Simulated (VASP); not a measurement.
# Ta in VASP: single point with AM05

Aim: the single point of Ta with AM05.

Everything below comes from runs of VASP 6.6.1. Logs are shortened: lines on timing, memory, paths and dates and some standing lists are left out, and cuts for length are marked.

## Step 1: The cell of the first run

The cell holds a slab with vacuum, 9 atoms: a = 2.860 Å, b = 4.671 Å, c = 25.786 Å, α = 90.00°, β = 90.00°, γ = 90.00°.

## Step 2: Single point, AM05

The input, POSCAR:

```
Ta
1.0
    2.8601008575      0.0000000000      0.0000000000
    0.0000000000      4.6705251426      0.0000000000
    0.0000000000      0.0000000000     25.7861157932
Ta
9
Direct
    0.3333333333      0.5000000000      0.2908541969
    0.6666666667      0.0000000000      0.3431406477
    0.0000000000      0.5000000000      0.3954270984
    0.3333333333      0.0000000000      0.4477135492
    0.6666666667      0.5000000000      0.5000000000
    0.0000000000      0.0000000000      0.5522864508
    0.3333333333      0.5000000000      0.6045729016
    0.6666666667      0.0000000000      0.6568593523
    0.0000000000      0.5000000000      0.7091458031
```

The input, INCAR.step1:

```
LDIPOL = T ; IDIPOL = 3
DIPOL = 0.5 0.5 0.500 ; ISMEAR = 0
SIGMA = 0.03 ; LWAVE = T
LCHARG = T ; ISIF = 0
NELM = 100 ; ALGO = Normal
PREC = Accurate ; LASPH = T
LREAL = F ; EDIFF = 1E-5
GGA_COMPAT = F ; ENCUT = 400
EFERMI = MIDGAP ; NELMDL = -8
KPAR = 2 ; GGA = PE
```

The input, INCAR.step2:

```
GGA = AM ; LDIPOL = T
IDIPOL = 3 ; DIPOL = 0.5 0.5 0.500
ISMEAR = 0 ; SIGMA = 0.03
LWAVE = F ; LCHARG = F
ISIF = 0 ; NELM = 100
ALGO = All ; PREC = Accurate
LASPH = T ; LREAL = F
EDIFF = 1E-6 ; GGA_COMPAT = F
ENCUT = 400 ; EFERMI = MIDGAP
NELMDL = -8 ; KPAR = 2
ISTART = 1 ; ISEARCH = 1
```

The input, KPOINTS:

```
k-points
0
Gamma
  6 4 1
```

Potentials or basis: VASP PAW PBE potentials, release 64 (Ta_pv).

Started as:

```
cat potpaw_PBE.64/Ta_pv/POTCAR > POTCAR
cp INCAR.step1 INCAR
mpirun -np 2 vasp_std > vasp.out
cp INCAR.step2 INCAR
mpirun -np 2 vasp_std > vasp.out
```

OUTCAR:

```text
GGA = AM
   ISMEAR = 0
   ISIF = 0
   NELM = 100
   PREC = Accurate
   LASPH = T
   LREAL = F
   EDIFF = 1E-6
   ENCUT = 400
   EFERMI = MIDGAP
   NELMDL = -8
   ISTART = 1

 Found     12 irreducible k-points:

 Following reciprocal coordinates:
            Coordinates               Weight
  0.000000  0.000000  0.000000      1.000000
  0.166667  0.000000  0.000000      2.000000
  0.333333  0.000000  0.000000      2.000000
  0.500000  0.000000  0.000000      1.000000
  0.000000  0.250000  0.000000      2.000000
  0.166667  0.250000  0.000000      4.000000
   k-points           NKPTS =     12   k-points in BZ     NKDIM =     12   number of bands    NBANDS=     59
   number of dos      NEDOS =    301   number of ions     NIONS =      9
   total plane-waves  NPLWV = 100800
   dimension x,y,z NGX =    20 NGY =   30 NGZ =  168
   dimension x,y,z NGXF=    40 NGYF=   60 NGZF=  336
   ions per type =               9
   NGX,Y,Z   is equivalent  to a cutoff of  11.63, 10.68, 10.83 a.u.
   NGXF,Y,Z  is equivalent  to a cutoff of  23.25, 21.36, 21.66 a.u.
 SYSTEM =  unknown system
   PREC   = accura    normal or accurate (medium, high low for compatibility)
   ISTART =      1    job   : 0-new  1-cont  2-samecut
   ICHARG =      0    charge: 1-file 2-atom 10-const
   ISPIN  =      1    spin polarized calculation?
   LNONCOLLINEAR =      F non collinear calculations
   LSORBIT =      F    spin-orbit coupling
   LASPH  =      T    aspherical Exc in radial PAW
   ENCUT  =  400.0 eV  29.40 Ry    5.42 a.u.   4.66  7.62 42.05*2*pi/ulx,y,z
   NELM   =    100;   NELMIN=  2; NELMDL= -8     # of ELM steps
   EDIFF  = 0.1E-05   stopping-criterion for ELM
   LREAL  =      F    real-space projection
   EDIFFG = 0.1E-04   stopping-criterion for IOM
   NSW    =      0    number of steps for IOM
   IBRION =     -1    ionic relax: 0-MD 1-quasi-New 2-CG
   NFREE  =      0    steps in history (QN), initial steepest desc. (CG)
   ISIF   =      0    stress and relaxation
   ISYM   =      2    0-nonsym 1-usesym 2-fastsym
   POTIM  = 0.5000    time-step for ionic-motion
   TEBEG  =    0.0;   TEEND  =   0.0 temperature during run

   SCALEE = 1.0000    scale energy and forces
   PSTRESS=    0.0 pullay stress
   NELECT =      99.0000    total number of electrons
   NUPDOWN=      -1.0000    fix difference up-down
   EMIN   =  10.00;   EMAX   =-10.00  energy-range for DOS
   EFERMI =   0.00;   METHOD = MIDGAP
   ISMEAR =     0;   SIGMA  =   0.03  broadening in eV -4-tet -1-fermi 0-gaus
   EFERMI_NEDOS =   21; number of points for ismear=-14 and -15
   IALGO  =     58    algorithm
   IMIX   =      4    mixing-type and parameters
     AMIX     =   0.40;   BMIX     =  1.00
     AMIX_MAG =   1.60;   BMIX_MAG =  1.00
  volume/ion in A,a.u.               =      38.27       258.28
  Fermi-wavevector in a.u.,A,eV,Ry     =   1.080378  2.041618 15.880934  1.167216
  Thomas-Fermi vector in A             =   2.216367
   LORBIT       =      0    0 simple, 1 ext, 2 COOP (PROOUT), +10 PAW based schemes
   GGA     = AM    functional components
   LHFCALC =     F    Hartree Fock is set to
   AEXX    =    0.0000 exact exchange contribution
   IVDW    =     0    specifies the selected vdW correction
   LEPSILON=     F    determine dielectric tensor
   LRPA    =     F    only Hartree local field effects (RPA)

   CSHIFT  =0.1000    complex shift for real part using Kramers Kronig

   OMEGAMAX=  -1.0    maximum frequency
 non-spin polarized calculation
 Gauss-broadening in eV      SIGMA  =   0.03
  energy-cutoff  :      400.00
  volume of cell :      344.46
 maximum number of plane-waves:      6295
 NGX is ok and might be reduce to    20
   NGX =  9   NGY = 15   NGZ = 85

 added-field ion interaction         -0.000000 eV  (added to PSCEN)

 number of electron      99.0000020 magnetization

 DIPCOR: dipole corrections for dipol
 direction  3 min pos     1,
 dipolmoment           0.000000      0.000000      0.000001 electrons x Angstroem
 Tr[quadrupol]      -384.972007

 energy correction for charged system         0.000000 eV

 dipol+quadrupol energy correction           -0.000000 eV

 added-field ion interaction          0.000000 eV  (added to PSCEN)

 Free energy of the ion-electron system (eV)
  ---------------------------------------------------
  ext. energy  EPLUGINS =         0.00000000
  ---------------------------------------------------
  free energy    TOTEN  =      -105.49499085 eV

  energy without entropy =     -105.49153041  energy(sigma->0) =     -105.49326063

 E-fermi :   0.7293     XC(G=0):  -7.0541

 val. band max:        0.7127546759   @ k =   0.1667   0.2500   0.0000
 cond. band min:       0.7667716889   @ k =   0.0000   0.0000   0.0000
 fundamental gap:      0.0540170130
 Fermi energy:         0.7292966643

 k-point     1 :       0.0000    0.0000    0.0000
  band No.  band energies     occupation
      1     -33.7645      2.00000
      2     -33.7597      2.00000
      3     -33.7471      2.00000
      4     -33.7434      2.00000
      5     -33.4426      2.00000
      6     -33.3274      2.00000
[... 51 lines left out ...]
     58       3.0200      0.00000
     59       3.2370      0.00000

 k-point     2 :       0.1667    0.0000    0.0000
  band No.  band energies     occupation
      1     -33.7411      2.00000
      2     -33.7366      2.00000
      3     -33.7026      2.00000
      4     -33.7003      2.00000
      5     -33.3891      2.00000
      6     -33.3247      2.00000
[... 51 lines left out ...]
     58       2.0395      0.00000
     59       2.7388      0.00000

 k-point     3 :       0.3333    0.0000    0.0000
  band No.  band energies     occupation
      1     -33.7112      2.00000
      2     -33.7057      2.00000
      3     -33.6347      2.00000
      4     -33.6338      2.00000
      5     -33.6114      2.00000
      6     -33.6110      2.00000
[... 51 lines left out ...]
     58       3.2970      0.00000
     59       3.6874      0.00000

 k-point     4 :       0.5000    0.0000    0.0000
  band No.  band energies     occupation
      1     -33.8252      2.00000
      2     -33.8232      2.00000
      3     -33.7112      2.00000
      4     -33.7049      2.00000
      5     -33.5647      2.00000
      6     -33.5647      2.00000
[... 51 lines left out ...]
     58       3.7567      0.00000
     59       4.2363      0.00000

 k-point     5 :       0.0000    0.2500    0.0000
  band No.  band energies     occupation
      1     -33.8174      2.00000
      2     -33.8116      2.00000
      3     -33.6758      2.00000
      4     -33.6741      2.00000
      5     -33.4548      2.00000
      6     -33.4263      2.00000
[... 51 lines left out ...]
     58       2.6038      0.00000
     59       3.2323      0.00000

 k-point     6 :       0.1667    0.2500    0.0000
  band No.  band energies     occupation
      1     -33.7815      2.00000
      2     -33.7767      2.00000
      3     -33.6509      2.00000
      4     -33.6498      2.00000
      5     -33.4187      2.00000
      6     -33.3870      2.00000
[... 51 lines left out ...]
     58       2.4493      0.00000
     59       2.7533      0.00000

 [... further k-points ...]

------------------------ aborting loop because EDIFF is reached ----------------------------------------

 vacuum level on the upper side and lower side of the slab       (xc-potential included)        -2.521        -2.495

 VOLUME and BASIS-vectors are now :
 -----------------------------------------------------------------------------
  energy-cutoff  :      400.00
  volume of cell :      344.46
      direct lattice vectors                 reciprocal lattice vectors
     2.860100857  0.000000000  0.000000000     0.349638020  0.000000000  0.000000000
     0.000000000  4.670525143  0.000000000     0.000000000  0.214108686  0.000000000
     0.000000000  0.000000000 25.786115793     0.000000000  0.000000000  0.038780560

 POSITION                                       TOTAL-FORCE (eV/Angst)
 -----------------------------------------------------------------------------------
      0.95337      2.33526      7.50000        -0.356717      0.000000      1.563018
      1.90673      0.00000      8.84826         0.306055      0.000000     -0.302209
      0.00000      2.33526     10.19653         0.114116      0.000000     -0.748449
      0.95337      0.00000     11.54479        -0.083191      0.000000      0.009239
      1.90673      2.33526     12.89306        -0.000000      0.000000      0.000000
      0.00000      0.00000     14.24132         0.083191      0.000000     -0.009239
      0.95337      2.33526     15.58959        -0.114116      0.000000      0.748449
      1.90673      0.00000     16.93785        -0.306055      0.000000      0.302209
      0.00000      2.33526     18.28612         0.356717      0.000000     -1.563018
 -----------------------------------------------------------------------------------
    total drift:                               -0.000001      0.000000      0.000082

  FREE ENERGIE OF THE ION-ELECTRON SYSTEM (eV)
  ---------------------------------------------------
  free  energy   TOTEN  =      -105.4949908474 eV

  energy  without entropy=     -105.4915304652  energy(sigma->0) =     -105.49326066

 vacuum level on the upper side and lower side of the slab         1.793         1.819
```

It took 3.2 min on 2 MPI ranks of AMD EPYC 9R45 (Zen 5), shared host; peak memory 0.45 GiB.

Results:

```
Free energy            : -105.4950 eV
Largest force          : 1.603 eV/Å
Band gap on the k mesh : zero (an odd number of electrons rules out a gap without spin polarisation)
```

Forces on the atoms (eV/Å):
```
Ta  -0.357  0.000  1.563
Ta   0.306  0.000 -0.302
Ta   0.114  0.000 -0.748
Ta  -0.083  0.000  0.009
Ta   0.000  0.000  0.000
Ta   0.083  0.000 -0.009
Ta  -0.114  0.000  0.748
Ta  -0.306  0.000  0.302
Ta   0.357  0.000 -1.563
```

Levels at points of the mesh, in eV from the Fermi level:
```csv
k point,band 46,band 47,band 48,band 49,band 50,band 51,band 52,band 53
"(0.00, 0.00, 0.00)",-0.65,-0.44,-0.19,0.04,0.13,0.27,0.28,0.56
"(0.50, 0.00, 0.00)",-1.23,-1.20,-0.46,-0.09,0.11,0.58,0.95,1.27
"(0.00, 0.50, 0.00)",-0.54,-0.48,-0.48,-0.34,-0.15,0.08,0.13,0.26
"(0.50, 0.50, 0.00)",-0.31,-0.07,-0.03,0.16,0.21,0.37,0.89,1.19
```

Caveat: the k points lie up to 0.37 Å⁻¹ apart, too coarse for converged energies and pressures of a metal; the PAW data sets were made with another functional, which shifts forces and pressure a little; spin-orbit coupling is left out, which moves the levels of the heavy elements.

The gap in the log of VASP goes by the Fermi energy; the results here count the filled bands.